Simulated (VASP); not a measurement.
Input of a VASP 6.6.1 run:

POSCAR

```
BaTe
1.0
    6.0313170419      0.0000000000      0.0000000000
   -3.0156585209      5.2232737766      0.0000000000
    0.0000000000      0.0000000000      7.0730337949
Ba Te
2 2
Direct
    0.3333333333      0.6666666667     -0.0625000000
    0.6666666667      0.3333333333      0.4375000000
    0.3333333333      0.6666666667      0.4375000000
    0.6666666667      0.3333333333      0.9375000000
```

The input INCAR.step1:

```
SYSTEM = BaTe
  ALGO = Normal
  EDIFF = 1E-4
  ENCUT = 520
  GGA = PE
  ISMEAR = 0
  LASPH = .True.
  LCHARG = .False.
  LREAL = .False.
  LWAVE = .True.
  NBANDS = 24
  NELM = 100
  PREC = Accurate
  SIGMA = 0.01
```

The input INCAR.step2:

```
SYSTEM = BaTe
  ALGO = Normal
  EDIFF = 1E-6
  ENCUT = 520
  ISIF = 2
  ISMEAR = 0
  ISTART = 1
  LASPH = .True.
  LCHARG = .False.
  LMIXTAU = .True.
  LREAL = .False.
  LWAVE = .False.
  METAGGA = R2SCAN
  NBANDS = 24
  NELM = 100
  PREC = Accurate
  SIGMA = 0.01
```

Contents of KPOINTS:

```
k-points
0
Gamma
  6 6 4
  0 0 0
```

Potentials or basis: VASP PAW PBE potentials, release 64 (Ba_sv, Te).

The run is started by

```console
$ cat potpaw_PBE.64/Ba_sv/POTCAR potpaw_PBE.64/Te/POTCAR > POTCAR
$ cp INCAR.step1 INCAR
$ mpirun -np 1 vasp_std > vasp.out
$ cp INCAR.step2 INCAR
$ mpirun -np 1 vasp_std > vasp.out
```

Task: What does it give for the pressure?

Result: -0.5 GPa.

Task: Predict the band gap on the k mesh.

Result: 2.29 eV, indirect (least direct gap 2.57 eV).

Caveat: the PAW data sets were made with another functional, which shifts forces and pressure a little; spin-orbit coupling is left out, which moves the levels of the heavy elements. A k mesh can miss the band edges.
